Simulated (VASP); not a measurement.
# Si23C24 (a cell with a defect) in VASP: notebook, part 2 of 3

VASP 6.6.1. The steps go on from the part before.

## 3. Single point, PBEsol, collinear spin

INCAR

```
ALGO = Normal ; EDIFF = 1E-6
ENCUT = 520 ; GGA = PS
GGA_COMPAT = False ; ISIF = 2
ISMEAR = -1 ; ISPIN = 2
ISYM = -1 ; KPAR = 1
LASPH = True ; LCHARG = True
LELF = True ; LORBIT = 11
LREAL = Auto ; LVHAR = True
LWAVE = False ; MAGMOM = 0 0 0 0 0 0 0 0 0 0 0 0 0 0 0 0 0 0 0 0 0 0 0 0 0 0 0 0 0 0 0 0 0 0 0 0 0 0 0 0 0 0 0 0 0 0 0 0.25 0.25 0 0 0.25 0 0 0 0 0 0 0 0 0 0 0 0 0.25 0 0 0 0 0 0 0.25 0.25 0 0 0.25 0.25 0 0 0 0 0 0 0 0 0 0 0 0 0 0 0 0 0
NBANDS = 245 ; NELM = 200
PREC = Accurate ; SIGMA = 0.05
```

KPOINTS

```
explicit points
1
Reciprocal
  0.25000000   0.25000000   0.25000000 1
```

POSCAR

```
Si23C24
1.0
    9.2342040000      0.0000000000      0.0000000000
    0.0000000000     10.6627400000      0.0000000000
    0.0000000000      0.0000000000     10.0759470000
Si C
46 48
Direct
    0.9992200000      0.9985310000      0.5007540000
    0.3328950000      0.9982910000      0.4977320000
    0.1656640000      0.2492110000      0.5001790000
    0.0000840000      0.5030100000      0.5020000000
    0.6665830000      0.9997230000      0.5007490000
    0.4981280000      0.2499620000      0.5003190000
    0.1660920000      0.7479260000      0.5007000000
    0.8325990000      0.2496950000      0.5000680000
    0.6650840000      0.5034610000      0.5024300000
    0.5010140000      0.7492710000      0.5006930000
    0.8334210000      0.7506020000      0.5002060000
    0.0015130000      0.1635050000      0.2523960000
    0.1684130000      0.4164290000      0.2509210000
    0.9998110000      0.6663560000      0.2498940000
    0.6651840000      0.1643470000      0.2515610000
    0.4994170000      0.4178040000      0.2502780000
    0.3337820000      0.6673680000      0.2494620000
    0.1656960000      0.9163220000      0.2505380000
    0.8335310000      0.4165900000      0.2499110000
    0.6672600000      0.6676000000      0.2499190000
    0.5000650000      0.9178100000      0.2508120000
    0.8330810000      0.9163170000      0.2501610000
    0.1664820000      0.0823650000      0.7489690000
    0.9994960000      0.3334080000      0.7493490000
    0.4997040000      0.0824890000      0.7494330000
    0.3331920000      0.3318730000      0.7483840000
    0.1663120000      0.5831830000      0.7486880000
    0.9998980000      0.8330990000      0.7502160000
    0.8332230000      0.0831640000      0.7501380000
    0.6670630000      0.3336170000      0.7495810000
    0.5008040000      0.5835570000      0.7494990000
    0.3333090000      0.8321400000      0.7492200000
    0.8335410000      0.5838710000      0.7507330000
    0.6669120000      0.8333200000      0.7502480000
    0.9998870000      0.9996270000      0.9998210000
    0.3331130000      0.0001200000      0.9991440000
    0.1678080000      0.2478720000      0.9977580000
    0.9999250000      0.4997470000      0.9995260000
    0.6664370000      0.9998660000      0.0000200000
    0.4993760000      0.2488170000      0.9984830000
    0.3333650000      0.4994660000      0.9983130000
    0.1665600000      0.7498330000      0.9995440000
    0.8333050000      0.2496760000      0.9999130000
    0.6672490000      0.5001700000      0.9999970000
    0.5003980000      0.7503110000      0.9997640000
    0.8334640000      0.7500980000      0.0001590000
    0.9991480000      0.9989120000      0.1872130000
    0.3321500000      0.9848330000      0.1811690000
    0.1506640000      0.2561490000      0.1806280000
    0.9993510000      0.4999870000      0.1862680000
    0.6668730000      0.9993720000      0.1872910000
    0.5165190000      0.2578540000      0.1805370000
    0.3333250000      0.5002720000      0.1874690000
    0.1654880000      0.7486210000      0.1863230000
    0.8336470000      0.2499780000      0.1875070000
    0.6679200000      0.5018950000      0.1869960000
    0.5008910000      0.7500170000      0.1864650000
    0.8336100000      0.7501860000      0.1873840000
    0.9993800000      0.9994020000      0.6875560000
    0.3330490000      0.9986960000      0.6870050000
    0.1653930000      0.2494100000      0.6881100000
    0.9992400000      0.5003160000      0.6879960000
    0.6667850000      0.9997180000      0.6875620000
    0.5007760000      0.2493820000      0.6882870000
    0.3341710000      0.4991160000      0.7043430000
    0.1660110000      0.7495160000      0.6873460000
    0.8331140000      0.2497710000      0.6870660000
    0.6675420000      0.5005380000      0.6883200000
    0.5007320000      0.7498410000      0.6874760000
    0.8333090000      0.7500550000      0.6874790000
    0.9983020000      0.1643690000      0.4388750000
    0.3319780000      0.1661590000      0.4537610000
    0.1486500000      0.4089250000      0.4328230000
    0.9989970000      0.6672380000      0.4377090000
    0.6667370000      0.1664040000      0.4384880000
    0.5160800000      0.4106060000      0.4336710000
    0.3343610000      0.6813230000      0.4318520000
    0.1654970000      0.9155060000      0.4379400000
    0.8328820000      0.4163180000      0.4377350000
    0.6677820000      0.6677280000      0.4377180000
    0.5011740000      0.9169690000      0.4381710000
    0.8328180000      0.9165460000      0.4380120000
    0.1662960000      0.0820530000      0.9365780000
    0.9992410000      0.3333350000      0.9370380000
    0.5000140000      0.0825740000      0.9371720000
    0.3333490000      0.3320990000      0.9379910000
    0.1662330000      0.5831000000      0.9381730000
    0.9999060000      0.8331530000      0.9378410000
    0.8332390000      0.0831610000      0.9380710000
    0.6676630000      0.3337980000      0.9372090000
    0.5009470000      0.5834220000      0.9390320000
    0.3334100000      0.8321070000      0.9366710000
    0.8336330000      0.5836160000      0.9380680000
    0.6671130000      0.8334320000      0.9378750000
```

Potentials or basis: VASP PAW PBE potentials, release 64 (Si, C).

The run is started by

```sh
$ cat potpaw_PBE.64/Si/POTCAR potpaw_PBE.64/C/POTCAR > POTCAR
$ mpirun -np 4 vasp_std > vasp.out
```

OUTCAR:

```text
EDIFF = 1E-6
   ENCUT = 520
   GGA = PS
   ISIF = 2
   ISMEAR = -1
   ISPIN = 2
   ISYM = -1
   LASPH = True
   LORBIT = 11
   LREAL = Auto
   NELM = 200
   PREC = Accurate

 ion  position               nearest neighbor table
   1  0.999  0.999  0.501-  71 1.88  82 1.88  78 1.88  59 1.88  11 3.05  12 3.06  28 3.07   5 3.07
                            23 3.07  29 3.08  18 3.08   2 3.08  22 3.08   3 3.08   7 3.08   8 3.09
   2  0.333  0.998  0.498-  72 1.84  81 1.88  78 1.88  60 1.91  21 3.05  18 3.06  10 3.08   1 3.08
                             5 3.08   7 3.08   6 3.09   3 3.09  32 3.09  23 3.09  25 3.10
   3  0.166  0.249  0.500-  72 1.83  73 1.84  61 1.89  71 1.89  12 3.06  26 3.07   6 3.07  23 3.07
                             8 3.08  24 3.08  13 3.08   1 3.08   2 3.09   4 3.11
   4  0.000  0.503  0.502-  73 1.84  74 1.87  62 1.87  79 1.91   7 3.03  27 3.04  11 3.06  33 3.06
                            24 3.08  14 3.08   9 3.09   3 3.11  19 3.11  13 3.11   8 3.11
   5  0.667  1.000  0.501-  81 1.87  82 1.88  63 1.88  75 1.88  15 3.06  11 3.07  25 3.07   1 3.07
[... 952 lines left out ...]
      6.16026      8.88667      9.44998         0.003400     -0.000161     -0.001921
 -----------------------------------------------------------------------------------
    total drift:                                0.009670     -0.001181      0.020520

  FREE ENERGIE OF THE ION-ELECTRON SYSTEM (eV)
  ---------------------------------------------------
  free  energy   TOTEN  =      -736.3483689782 eV

  energy  without entropy=     -736.3134729895  energy(sigma->0) =     -736.33092098

 total charge

# of ion       s       p       d       tot
------------------------------------------
    1        0.712   0.978   0.000   1.689
    2        0.711   0.979   0.000   1.690
    3        0.712   0.994   0.000   1.706
    4        0.713   0.984   0.000   1.697
    5        0.712   0.976   0.000   1.688
    6        0.712   0.989   0.000   1.701
[... 86 lines left out ...]
   93        0.835   1.704   0.000   2.538
   94        0.834   1.704   0.000   2.537
--------------------------------------------------
tot         73.072 125.519   0.000 198.591

 magnetization (x)

# of ion       s       p       d       tot
------------------------------------------
    1        0.001   0.007   0.000   0.008
    2       -0.002  -0.004   0.000  -0.007
    3       -0.004  -0.008   0.000  -0.012
    4       -0.002  -0.005   0.000  -0.007
    5        0.001   0.002   0.000   0.003
    6       -0.002  -0.002   0.000  -0.004
[... 86 lines left out ...]
   93        0.000   0.001   0.000   0.001
   94        0.000   0.001   0.000   0.001
--------------------------------------------------
tot          0.151   1.809   0.000   1.960
```

OSZICAR:

```text
N       E                     dE             d eps       ncg     rms          rms(c)
DAV:   1     0.116862161689E+04    0.11686E+04   -0.17179E+05   992   0.137E+03
DAV:   2    -0.677212568110E+03   -0.18458E+04   -0.17530E+04  1224   0.244E+02
DAV:   3    -0.812169085986E+03   -0.13496E+03   -0.13302E+03  1184   0.624E+01
[... 13 lines left out ...]
DAV:  17    -0.736348172992E+03   -0.28440E-03   -0.15666E-03  1376   0.508E-02    0.399E-02
DAV:  18    -0.736348307180E+03   -0.13419E-03   -0.87144E-04  1320   0.386E-02    0.269E-02
DAV:  19    -0.736348355169E+03   -0.47989E-04   -0.42478E-04  1360   0.273E-02    0.134E-02
DAV:  20    -0.736348367282E+03   -0.12112E-04   -0.14709E-04  1320   0.167E-02    0.635E-03
DAV:  21    -0.736348368844E+03   -0.15620E-05   -0.13146E-05  1112   0.585E-03    0.549E-03
DAV:  22    -0.736348368978E+03   -0.13450E-06   -0.15310E-06   648   0.192E-03
   1 F= -.73634837E+03 E0= -.73633092E+03  d E =-.348960E-01  mag=     3.9525
```

It took 4.8 min on 4 MPI ranks of AMD EPYC 9R45 (Zen 5), shared host; peak memory 0.48 GiB.

What came out:

- Free energy: -736.3484 eV
- Pressure: 1.4 GPa
- Largest force: 0.045 eV/Å
- Net moment: 3.95 μB per cell
- Site moments: Si +0.01, -0.01, +0.00, -0.00 (each value once); C +0.00, +0.28, -0.03, +0.01, +0.23, +0.02, +0.03, -0.00, +0.29, +0.31, +0.26, -0.06 (each value once) μB
- Valence electrons inside the program's atomic spheres: Si 1.69, 1.71, 1.70, 1.68, 1.67 (each value once); C 2.54, 2.45, 2.43, 2.52, 2.44, 2.53, 2.50, 2.46, 2.55 (each value once)

Forces in eV/Å, atoms in the order of the input:
```
Si   0.000  0.000 -0.001
Si  -0.001 -0.005 -0.006
Si  -0.003  0.015 -0.016
Si   0.009 -0.020 -0.009
Si   0.011  0.006 -0.004
Si   0.011  0.025 -0.022
Si   0.008 -0.009 -0.008
Si   0.003  0.003 -0.005
Si  -0.013 -0.023 -0.019
Si   0.001 -0.012 -0.003
Si  -0.001  0.001 -0.002
Si   0.011  0.009  0.002
Si   0.005 -0.009  0.006
Si  -0.002 -0.005  0.004
Si  -0.004  0.003  0.014
Si  -0.012  0.002  0.044
Si  -0.001 -0.013  0.008
Si  -0.016  0.007  0.015
Si   0.004  0.005  0.015
Si  -0.001  0.000  0.014
Si   0.011  0.002  0.009
Si   0.004  0.000  0.004
Si  -0.005 -0.002 -0.001
Si  -0.004  0.004 -0.001
Si   0.004  0.001 -0.003
Si   0.005  0.002 -0.011
Si   0.003 -0.004 -0.007
Si  -0.001  0.000 -0.003
Si   0.003  0.002 -0.003
Si  -0.006 -0.001 -0.011
Si   0.002  0.001 -0.012
Si   0.001  0.002 -0.010
Si   0.000 -0.003 -0.002
Si  -0.005 -0.003 -0.001
Si  -0.001 -0.002  0.005
Si   0.001  0.021 -0.009
Si  -0.002  0.005  0.022
Si   0.002 -0.002  0.003
Si   0.000 -0.001  0.003
Si  -0.012 -0.006 -0.002
Si  -0.002  0.001  0.004
Si  -0.002 -0.001  0.000
Si  -0.002 -0.004  0.005
Si   0.004  0.004  0.002
Si   0.005  0.003  0.000
Si  -0.002 -0.002  0.001
C    0.003 -0.005 -0.001
C    0.018  0.007  0.006
C    0.008  0.005 -0.009
C    0.000  0.003  0.000
C   -0.005  0.001 -0.002
C   -0.007 -0.017 -0.004
C    0.006  0.001 -0.010
C    0.001  0.002  0.001
C    0.000 -0.005 -0.002
C   -0.003  0.000 -0.012
C   -0.005  0.001 -0.005
C    0.000 -0.002 -0.001
C    0.001 -0.005 -0.001
C   -0.001 -0.001 -0.002
C    0.002 -0.008 -0.004
C    0.000  0.004  0.004
C   -0.005  0.001  0.003
C   -0.004  0.000  0.006
C   -0.011  0.005 -0.021
C   -0.004  0.002  0.005
C    0.000  0.000  0.006
C   -0.001  0.006  0.005
C    0.003  0.002  0.005
C    0.001  0.002  0.000
C   -0.006  0.002  0.001
C    0.011  0.000 -0.019
C    0.013  0.006  0.025
C    0.000  0.007  0.000
C   -0.002 -0.010  0.005
C   -0.005  0.000  0.005
C   -0.002 -0.014  0.016
C   -0.006  0.000 -0.004
C   -0.006  0.013  0.009
C    0.003  0.011  0.000
C   -0.001  0.004 -0.002
C   -0.004 -0.005 -0.003
C    0.009 -0.004 -0.002
C    0.002 -0.003 -0.007
C   -0.002 -0.007 -0.002
C   -0.006  0.000 -0.008
C    0.001  0.006  0.001
C    0.000 -0.007 -0.001
C   -0.002  0.001  0.002
C    0.001  0.001  0.010
C    0.003 -0.001 -0.007
C   -0.007  0.001  0.006
C   -0.002  0.002 -0.001
C    0.003  0.000 -0.002
```

Stress tensor (GPa, compression positive):
```
0.71 0.78 0.18
0.78 1.59 0.01
0.18 0.01 1.86
```

Caveat: a moment this small can come from the mesh or the smearing; the PAW data sets were made with another functional, which shifts forces and pressure a little.

(Part 2 of 3 ends here.)
